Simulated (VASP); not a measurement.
CuO, 8 atoms in the cell. The structure is monoclinic, space group Cc (No. 9). Conventional cell: a = 4.689 Å, b = 3.427 Å, c = 5.132 Å, α = 90.00°, β = 99.65°, γ = 90.00°. Cu (site symmetry 1) has 4 O at 1.91 to 2.02 Å within 2.5 Å. Within 2.5 Å of Cu (site symmetry 1) lie 4 O at 1.91 to 2.02 Å. O (site symmetry 1) has 4 Cu at 1.91 to 2.02 Å within 2.5 Å. O (site symmetry 1) has 4 Cu at 1.91 to 2.02 Å within 2.5 Å. 

- Program: VASP 6.6.1
- Task: single point
- Functional: PBEsol
- Potentials or basis: VASP PAW PBE potentials, release 64 (Cu, O)
- Cutoff: 520 eV
- k mesh: 7 × 7 × 4
- Occupations: gaussian, width 0.05 eV
- Spin: collinear spin
- Starting moments: [1.0, 1.0, -1.0, -1.0, 0.0, 0.0, 0.0, 0.0] μB
- Hubbard terms: Cu d U = 3.0 eV
- Dipole correction: no
- Further INCAR settings: ALGO = Normal; EDIFF = 1e-07; NBANDS = 48

Potentials or basis: VASP PAW PBE potentials, release 64 (Cu, O).

The run is started by

```bash
$ cat potpaw_PBE.64/Cu/POTCAR potpaw_PBE.64/O/POTCAR > POTCAR
$ mpirun -np 2 vasp_std > vasp.out
```

Hardware: 2 MPI ranks on Intel(R) Xeon(R) 6975P-C (Granite Rapids) (shared host).

Task: How long does it take, and how much memory?

Result: It took 7.1 min on 2 MPI ranks on Intel(R) Xeon(R) 6975P-C (Granite Rapids) (shared host), peak memory 0.66 GiB a rank. Counts: scf iterations 19, k points 99.
